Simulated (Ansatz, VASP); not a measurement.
# InSb: VASP beside Ansatz

```xyz
4
Lattice="3.2171 3.2171 0.0000 -3.2171 3.2171 0.0000 0.0000 0.0000 6.4342" Properties=species:S:1:pos:R:3 pbc="T T T"
In    0.0000    0.0000    0.0000
In    0.0000    3.2171    3.2171
Sb    1.6086    1.6086    4.8257
Sb   -1.6086    1.6086    1.6086
```

Change from the starting cell: equal strain along all axes, cell held, atoms relaxed: -3.0 %.

Alike in both runs: task single point; functional PBE; k mesh 12 × 12 × 8; occupations gaussian, width 0.1 eV; no spin polarisation.

```csv
,VASP,Ansatz
version,VASP 6.6.1,Ansatz 0.2.0
potentials or method,"VASP PAW PBE potentials, release 64 (In_d, Sb), cutoff 520 eV","scalar-relativistic, plane waves, PAW"
valence electrons in the cell,36,56
```

```tsv
	VASP	Ansatz	Ansatz less VASP
gap on the k mesh at the Fermi level (eV)	none	none	-
pressure (GPa)	4.2	4.2	+0.02
```

A gap of «none» marks a metal or a gap that the smearing closes. The functional is the same, so the differences come from potentials, cutoffs and numerics. VASP's potentials hold 36 valence electrons a cell and Ansatz's 56, so a difference there can come from the potentials and not from the codes.

Neither program's run includes spin-orbit coupling.
